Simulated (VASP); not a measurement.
# Sr (P6/mmm) in VASP: notebook, part 2 of 2

VASP 6.6.1. The steps go on from the part before.

## (5) Single point, PBE (volume scaled by 0.52)

The input, INCAR:

```
ALGO     = Normal         # electronic algorithm
EDIFF    = 1E-6           # SCF threshold, eV
ENCUT    = 520            # plane-wave cutoff, eV
GGA      = PE             # functional
ISIF     = 2              # what is computed and relaxed
ISMEAR   = -1             # smearing method
LASPH    = True           # aspherical terms in the spheres
LCHARG   = False          # write CHGCAR
LREAL    = False          # projectors in reciprocal space
LWAVE    = False          # write WAVECAR
NBANDS   = 11             # bands
NELM     = 60             # most SCF steps
PREC     = Accurate       # precision mode
SIGMA    = 0.05           # smearing width, eV
```

The input, KPOINTS:

```
k-points
0
Gamma
  11 11 10
```

The input, POSCAR:

```
Sr
1.0
    3.3153389512      0.0000000000      0.0000000000
   -1.6576694756      2.8711677539      0.0000000000
    0.0000000000      0.0000000000      3.0048482412
Sr
1
Direct
    0.0000000000      0.0000000000      0.0000000000
```

Potentials or basis: VASP PAW PBE potentials, release 64 (Sr_sv).

Run with:

```sh
> cat potpaw_PBE.64/Sr_sv/POTCAR > POTCAR
> mpirun -np 1 vasp_std > vasp.out
```

OUTCAR:

```text
EDIFF = 1E-6
   ENCUT = 520
   GGA = PE
   ISIF = 2
   ISMEAR = -1
   LASPH = True
   LREAL = False
   NELM = 60
   PREC = Accurate

 ion  position               nearest neighbor table
   1  0.000  0.000  0.000-

  LATTYP: Found a hexagonal cell.
 ALAT       =     3.3153389512
 C/A-ratio  =     0.9063472198

  Lattice vectors:

 A1 = (   3.3153389512,   0.0000000000,   0.0000000000)
 A2 = (  -1.6576694756,   2.8711677539,   0.0000000000)
 A3 = (   0.0000000000,   0.0000000000,   3.0048482412)

Analysis of symmetry for initial positions (statically):
=====================================================================
 Subroutine PRICEL returns:
 Original cell was already a primitive cell.

 Routine SETGRP: Setting up the symmetry group for a
 hexagonal supercell.

 Subroutine GETGRP returns: Found 24 space group operations
 (whereof 24 operations were pure point group operations)
 out of a pool of 24 trial point group operations.

The static configuration has the point symmetry D_6h.

Analysis of symmetry for dynamics (positions and initial velocities):
=====================================================================
 Subroutine PRICEL returns:
 Original cell was already a primitive cell.

 Routine SETGRP: Setting up the symmetry group for a
 hexagonal supercell.

 Subroutine GETGRP returns: Found 24 space group operations
 (whereof 24 operations were pure point group operations)
 out of a pool of 24 trial point group operations.

The dynamic configuration has the point symmetry D_6h.

 Subroutine INISYM returns: Found 24 space group operations
 (whereof 24 operations are pure point group operations),
 and found     1 'primitive' translations

----------------------------------------------------------------------------------------

                                     Primitive cell

  volume of cell :      28.6028

[... 104 lines left out ...]
   IMIX   =      4    mixing-type and parameters
     AMIX     =   0.40;   BMIX     =  1.00
     AMIX_MAG =   1.60;   BMIX_MAG =  1.00
  volume/ion in A,a.u.               =      28.60       193.02
  Fermi-wavevector in a.u.,A,eV,Ry     =   1.153290  2.179402 18.096804  1.330078
  Thomas-Fermi vector in A             =   2.289935
   LORBIT       =      0    0 simple, 1 ext, 2 COOP (PROOUT), +10 PAW based schemes
   GGA     = PE    functional components
   LHFCALC =     F    Hartree Fock is set to
   AEXX    =    0.0000 exact exchange contribution
   IVDW    =     0    specifies the selected vdW correction
   LEPSILON=     F    determine dielectric tensor
   LRPA    =     F    only Hartree local field effects (RPA)
 non-spin polarized calculation
  energy-cutoff  :      520.00
  volume of cell :       28.60
 maximum number of plane-waves:       784
 NGX is ok and might be reduce to    28
   NGX = 13   NGY = 13   NGZ = 11

 number of electron      10.0000000 magnetization

 Free energy of the ion-electron system (eV)
  ---------------------------------------------------
  ext. energy  EPLUGINS =         0.00000000
  ---------------------------------------------------
  free energy    TOTEN  =        -0.47400913 eV

  energy without entropy =       -0.46863699  energy(sigma->0) =       -0.47132306

 E-fermi :   4.4865     XC(G=0):  -9.6582

 val. band max:        4.4843593969   @ k =   0.2727   0.2727   0.2000
 cond. band min:       4.4871288790   @ k =   0.3636   0.0909   0.3000
 fundamental gap:      0.0027694821
 Fermi energy:         4.4864792088

 k-point     1 :       0.0000    0.0000    0.0000
  band No.  band energies     occupation
      1     -31.7423      2.00000
      2     -13.0070      2.00000
      3     -13.0070      2.00000
      4     -12.7397      2.00000
      5       0.3645      2.00000
      6       4.6896      0.03383
      7       7.2525      0.00000
      8       7.2525      0.00000
      9      13.0549      0.00000
     10      13.0549      0.00000
     11      13.8064      0.00000
[... 309 lines left out ...]
 k-point    24 :       0.1818    0.0909    0.1000
  band No.  band energies     occupation
      1     -31.6137      2.00000
      2     -13.7299      2.00000
      3     -13.1826      2.00000
      4     -12.8849      2.00000
      5       2.1492      2.00000
      6       5.4300      0.00000
      7       5.8996      0.00000
      8       9.0004      0.00000
      9      10.3043      0.00000
     10      11.7903      0.00000
     11      17.2811      0.00000

 [... further k-points ...]
[... 5 lines left out ...]
  --------------------------------------------------------------------------------------
  -------------------------------------------------------------------------------------
  Total        3.2151928      3.2151928      3.3506396      0.0000000      0.0000000      0.0000000
  in kB      180.0978599    180.0978599    187.6848671      0.0000000      0.0000000      0.0000000
  external PRESSURE =     182.6268623 kB  Pullay stress =       0.0000000 kB

 VOLUME and BASIS-vectors are now :
 -----------------------------------------------------------------------------
  energy-cutoff  :      520.00
  volume of cell :       28.60
      direct lattice vectors                 reciprocal lattice vectors
     3.315338951  0.000000000  0.000000000     0.301628284  0.174145171  0.000000000
    -1.657669476  2.871167754  0.000000000     0.000000000  0.348290342  0.000000000
     0.000000000  0.000000000  3.004848241     0.000000000  0.000000000  0.332795509

 POSITION                                       TOTAL-FORCE (eV/Angst)
 -----------------------------------------------------------------------------------
      0.00000      0.00000      0.00000         0.000000      0.000000      0.000000
 -----------------------------------------------------------------------------------
    total drift:                               -0.000000     -0.000000      0.000000

  FREE ENERGIE OF THE ION-ELECTRON SYSTEM (eV)
  ---------------------------------------------------
  free  energy   TOTEN  =        -0.4740091304 eV

  energy  without entropy=       -0.4686369899  energy(sigma->0) =       -0.47132306
```

OSZICAR:

```text
N       E                     dE             d eps       ncg     rms          rms(c)
DAV:   1     0.385368087422E+02    0.38537E+02   -0.54809E+03  2112   0.859E+02
DAV:   2     0.782711810959E+00   -0.37754E+02   -0.36894E+02  2562   0.173E+02
DAV:   3    -0.498371395233E+00   -0.12811E+01   -0.12687E+01  2845   0.240E+01
DAV:   4    -0.530033709925E+00   -0.31662E-01   -0.31638E-01  2626   0.346E+00
DAV:   5    -0.531057458103E+00   -0.10237E-02   -0.10237E-02  2958   0.401E-01    0.179E+01
DAV:   6    -0.489808846475E+00    0.41249E-01   -0.32838E-02  2874   0.112E+00    0.107E+01
DAV:   7    -0.473813462893E+00    0.15995E-01   -0.60117E-02  3171   0.146E+00    0.393E-01
DAV:   8    -0.473980258686E+00   -0.16680E-03   -0.17928E-03  2442   0.337E-01    0.130E-01
DAV:   9    -0.474008879675E+00   -0.28621E-04   -0.53495E-05  2767   0.661E-02    0.413E-02
DAV:  10    -0.474009130435E+00   -0.25076E-06   -0.58992E-06  2763   0.176E-02
   1 F= -.47400913E+00 E0= -.47132306E+00  d E =-.537214E-02
```

Wall time 14 s (1 thread of Intel Xeon Platinum 8488C (Sapphire Rapids), shared host); peak memory 0.16 GiB.

Results:

* Free energy: -0.4740 eV
* Pressure: 18.3 GPa
* Band gap on the k mesh: zero (band 5 reaches 4.81 eV, above the bottom of band 6 at 4.09 eV)

Stress tensor (GPa, compression positive):
```
18.01  0.00  0.00
 0.00 18.01  0.00
 0.00  0.00 18.77
```

Levels at points of the mesh, in eV from the Fermi level:
```csv
k point,band 1,band 2,band 3,band 4,band 5,band 6,band 7,band 8,band 9,band 10
"(0.00, 0.00, 0.00)",-36.23,-17.49,-17.49,-17.23,-4.12,0.20,2.77,2.77,8.57,8.57
"(0.00, 0.00, 0.50)",-35.94,-19.36,-17.27,-17.27,-0.77,1.14,3.93,3.93,4.43,4.43
```

## (6) Single point, PBE (volume scaled by 0.6)

The input, INCAR:

```
ALGO = Normal
EDIFF = 1E-6
ENCUT = 520
GGA = PE
ISIF = 2
ISMEAR = -1
LASPH = True
LCHARG = False
LREAL = False
LWAVE = False
NBANDS = 11
NELM = 100
PREC = Accurate
SIGMA = 0.05
```

KPOINTS is that of step 5.

The input, POSCAR:

```
Sr
1.0
    3.4713828350      0.0000000000      0.0000000000
   -1.7356914175      3.0063057214      0.0000000000
    0.0000000000      0.0000000000      3.1624327481
Sr
1
Direct
    0.0000000000      0.0000000000      0.0000000000
```

Potentials or basis: VASP PAW PBE potentials, release 64 (Sr_sv).

Run with:

```sh
> cat potpaw_PBE.64/Sr_sv/POTCAR > POTCAR
> mpirun -np 1 vasp_std > vasp.out
```

Run time: 14 s. Hardware: 1 thread of Intel Xeon Platinum 8488C (Sapphire Rapids), shared host; peak memory 0.17 GiB.

It converged, with:

| Quantity | Value |
| --- | --- |
| Free energy | -0.8782 eV |
| Pressure | 11.6 GPa |
| Band gap on the k mesh | zero (band 5 reaches 3.96 eV, above the bottom of band 6 at 3.46 eV) |

Stress tensor (GPa, compression positive):
```
11.49  0.00  0.00
 0.00 11.49  0.00
 0.00  0.00 11.87
```

Levels at points of the mesh, in eV from the Fermi level:
```
           k point  band 3  band 4  band 5  band 6  band 7  band 8
(0.00, 0.00, 0.00)  -17.70  -17.52   -4.07    0.44    2.73    2.73
(0.00, 0.00, 0.50)  -17.55  -17.55   -0.96    0.70    3.71    3.71
```

## (7) The runs side by side

```tsv
cell	gap on the mesh (eV)	pressure (GPa)
a = 3.162, b = 3.162, c = 2.859 Å, angles 90.0, 90.0, 120.0°, 1 atom	none	28.5
a = 3.315, b = 3.315, c = 3.005 Å, angles 90.0, 90.0, 120.0°, 1 atom	none	18.3
a = 3.471, b = 3.471, c = 3.162 Å, angles 90.0, 90.0, 120.0°, 1 atom	none	11.6
```

Alike in all rows: task single point; level PBE; potentials or basis VASP PAW PBE potentials, release 64 (Sr_sv); no spin polarisation; k mesh 11 × 11 × 10; cutoff (eV) 520; smearing fermi-dirac 0.05 eV.

Absolute energies hang on the potentials; compare differences alone.
